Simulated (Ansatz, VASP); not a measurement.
# Ta4C3 in VASP and in Ansatz

```
Ta C
1.0
     4.75481    0.00000    0.00000
     0.00000    4.75481    0.00000
     0.00000    0.00000    4.57871
Ta C
4 3
Cartesian
  0.0000 2.3774 2.2894
  2.3774 0.0000 2.2894
  2.3774 2.3774 0.0000
  0.0000 0.0000 0.0000
  2.3774 0.0000 0.0000
  0.0000 2.3774 0.0000
  0.0000 0.0000 2.2894
```

Change from the starting cell: strain +0.080 along x and y, +0.040 along z, atoms carried along.

Alike in both runs: task single point; functional PBEsol; k mesh 10 × 10 × 10; occupations gaussian, width 0.15 eV; no spin polarisation.

```csv
,VASP,Ansatz
version,VASP 6.6.1,Ansatz 0.2.0
potentials or method,"VASP PAW PBE potentials, release 64 (Ta_pv, C), cutoff 520 eV","scalar-relativistic, plane waves, PAW"
valence electrons in the cell,56,64
```

|  | VASP | Ansatz | Ansatz less VASP |
| --- | --- | --- | --- |
| gap on the k mesh at the Fermi level (eV) | none | none | - |
| pressure (GPa) | -39.2 | -39.5 | -0.27 |
| traceless stress, the component that is largest in VASP (GPa) | 3.56 | 3.50 | -0.061 |

VASP's potentials were made for PBE, not for PBEsol. A gap of «none» marks a metal or a gap that the smearing closes. Both programs put the cell under strong tension, so it lies far from rest at this level. With one functional, cell and mesh, what is left measures potentials, basis and numerics. VASP's potentials hold 56 valence electrons a cell and Ansatz's 64, so a difference there can come from the potentials and not from the codes.

Neither program's run includes spin-orbit coupling. Noted on VASP's run: the cell as given lies far from equilibrium.
